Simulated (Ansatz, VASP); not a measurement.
**One calculation of AlN, two programs**

INCAR

```
ALGO     = Normal         # electronic algorithm
EDIFF    = 1E-7           # SCF threshold, eV
ENCUT    = 520            # plane-wave cutoff, eV
GGA      = CA             # functional
ISIF     = 2              # what is computed and relaxed
ISMEAR   = 0              # smearing method
LASPH    = True           # aspherical terms in the spheres
LCHARG   = False          # write CHGCAR
LREAL    = False          # projectors in reciprocal space
LWAVE    = False          # write WAVECAR
NBANDS   = 26             # bands
NELM     = 80             # most SCF steps
PREC     = Accurate       # precision mode
SIGMA    = 0.05           # smearing width, eV
```

The input KPOINTS:

```
k-points
0
Gamma
  8 6 4
```

The input POSCAR:

```
AlN
1.0
   -1.6378403119      2.8368226349      0.0000000000
    0.0000000000      0.0000000000      4.1006264518
    4.9135209358      2.8368226349      0.0000000000
Al N
4 4
Direct
    0.3637958026      0.7500000000      0.1717382386
    1.0000000000      0.7500000000      0.6666666667
    0.0000000000      0.2500000000      0.3333333333
    0.5000000000      0.2500000000      0.8333333333
    0.5000000000      0.2500000000      0.1666666667
    1.0000000000      0.2500000000      0.6666666667
    0.0000000000      0.7500000000      0.3333333333
    0.5000000000      0.7500000000      0.8333333333
```

Input for Ansatz:

```yaml
crystal:
  lattice:
    - [-1.6378403119, 2.8368226349, 0.0]
    - [0.0, 0.0, 4.1006264518]
    - [4.9135209358, 2.8368226349, 0.0]
  atoms:
    - { symbol: Al, position: [0.3637958026, 0.75, 0.1717382386] }
    - { symbol: Al, position: [1.0, 0.75, 0.6666666667] }
    - { symbol: Al, position: [0.0, 0.25, 0.3333333333] }
    - { symbol: Al, position: [0.5, 0.25, 0.8333333333] }
    - { symbol: "N", position: [0.5, 0.25, 0.1666666667] }
    - { symbol: "N", position: [1.0, 0.25, 0.6666666667] }
    - { symbol: "N", position: [0.0, 0.75, 0.3333333333] }
    - { symbol: "N", position: [0.5, 0.75, 0.8333333333] }
basis:
  ecutwfc: 420
kpoints:
  mp_grid: { grid: [8, 6, 4] }
hamiltonian:
  xc: lda
  pseudopotentials: { kind: paw, azcp: { folder: soft_1 } }
scf:
  occupations: { method: gaussian, width: 0.05 }
output:
  forces: true
  stress: true
  eigenvalues: true
```

Alike in both runs: task single point; functional LDA; k mesh 8 × 6 × 4; occupations gaussian, width 0.05 eV; no spin polarisation.

```csv
,VASP,Ansatz
version,VASP 6.6.1,Ansatz 0.2.0
potentials or method,"VASP PAW LDA potentials, release 64 (Al, N), cutoff 520 eV","scalar-relativistic, plane waves, PAW"
valence electrons in the cell,32,32
```

```csv
,VASP,Ansatz,Ansatz less VASP
gap on the k mesh at the Fermi level (eV),3.40,3.39,-0.006
least direct gap on the mesh (eV),3.40,3.39,-0.006
pressure (GPa),11.6,10.7,-0.87
"traceless stress, the component that is largest in VASP (GPa)",20.48,19.93,-0.557
rms of the force components (eV/Å),4.063,3.990,-0.0721
```

Ansatz warns that its potentials were made for another functional, while VASP's fit it. LDA's correlation is that of Perdew and Zunger in VASP and of Perdew and Wang (1992) in Ansatz. Atom by atom the forces differ by 0.073 eV/Å (rms over components).
